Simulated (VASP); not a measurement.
Set up this calculation in VASP 6.6.1, as the native input.

```
Task                   : single point
Functional             : PBE
Potentials or basis    : VASP PAW PBE potentials, release 64 (Ir)
Cutoff                 : 520 eV
k mesh                 : 11 × 11 × 6
Occupations            : fermi-dirac, width 0.05 eV
Spin                   : no spin polarisation
Dipole correction      : no
Further INCAR settings : ALGO = Fast; EDIFF = 1e-06; NBANDS = 16
```

The structure of Ir lies in POSCAR:

```
Ir
1.0
    2.7513778946      0.0000000000      0.0000000000
   -1.3756889473      2.3827631521      0.0000000000
    0.0000000000      0.0000000000      4.4622900000
Ir
2
Direct
    0.3333333333      0.6666666667      0.2500000000
    0.6666666667      0.3333333333      0.7500000000
```

The input as run:

INCAR

```
SYSTEM = Ir
  ALGO = Fast
  EDIFF = 1E-6
  ENCUT = 520
  GGA = PE
  ISIF = 2
  ISMEAR = -1
  LASPH = .TRUE.
  LCHARG = .FALSE.
  LREAL = .FALSE.
  LWAVE = .FALSE.
  NBANDS = 16
  NELM = 60
  PREC = Accurate
  SIGMA = 0.05
```

KPOINTS

```
k-points
0
G
  11 11 6
  0 0 0
```

Potentials or basis: VASP PAW PBE potentials, release 64 (Ir).

Command:

```bash
$ cat potpaw_PBE.64/Ir/POTCAR > POTCAR
$ mpirun -np 1 vasp_std > vasp.out
```

It gave:

| Item | Value |
| --- | --- |
| Pressure | -0.8 GPa |
| Band gap on the k mesh | zero (band 9 reaches 10.85 eV, above the bottom of band 10 at 7.79 eV) |

Caveat: spin-orbit coupling is left out, which moves the levels of the heavy elements.

It took 23 s on 1 thread of Intel(R) Xeon(R) Platinum 8488C (Sapphire Rapids), on a shared host, peak memory 0.15 GiB.
